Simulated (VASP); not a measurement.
Set up this calculation in VASP 6.6.1, as the native input.

* Task: single point
* Functional: PBEsol
* Potentials or basis: VASP PAW PBE potentials, release 64 (Bi_d, Te)
* Cutoff: 520 eV
* k mesh: 8 × 8 × 6
* Occupations: gaussian, width 0.15 eV
* Spin: no spin polarisation
* Dipole correction: no
* Further INCAR settings: ALGO = Normal; EDIFF = 1e-07; NBANDS = 29

The structure of BiTe lies in POSCAR:

```
BiTe
1.0
    0.0000000000     -3.1971538300     -3.1971538300
    0.0000000000      3.1971538300     -3.1971538300
    6.3943076600      0.0000000000      0.0000000000
Bi Te
2 2
Direct
    0.4990488803      0.4964877097      0.4993949722
    0.0045036559     -0.0018151247     -0.0031655185
    0.4989320103      0.5023060804      0.0018788269
   -0.0024845466      0.0030213345      0.5018917194
```

This cell differs from its parent crystal: atoms moved at random.

The input as run:

INCAR

```
  ALGO = Normal
  EDIFF = 1E-7
  ENCUT = 520
  GGA = PS
  ISIF = 2
  ISMEAR = 0
  LASPH = T
  LCHARG = F
  LREAL = F
  LWAVE = F
  NBANDS = 29
  NELM = 60
  PREC = Accurate
  SIGMA = 0.15
```

KPOINTS

```
k-points
0
Gamma
  8 8 6
```

Potentials or basis: VASP PAW PBE potentials, release 64 (Bi_d, Te).

Launch:

```console
$ cat potpaw_PBE.64/Bi_d/POTCAR potpaw_PBE.64/Te/POTCAR > POTCAR
$ mpirun -np 1 vasp_std > vasp.out
```

It gave:

```json
{"Pressure": "0.0 GPa", "Largest force": "0.143 eV/Å", "Band gap on the k mesh": "zero (band 21 reaches 9.38 eV, above the bottom of band 22 at 6.06 eV)"}
```

Caveat: the cell differs from its parent crystal (atoms moved at random); the PAW data sets were made with another functional, which shifts forces and pressure a little; spin-orbit coupling is left out, which moves the levels of the heavy elements.

It took 6.5 min on 1 thread of Intel(R) Xeon(R) Platinum 8488C (Sapphire Rapids) (shared host), peak memory 0.7 GiB.
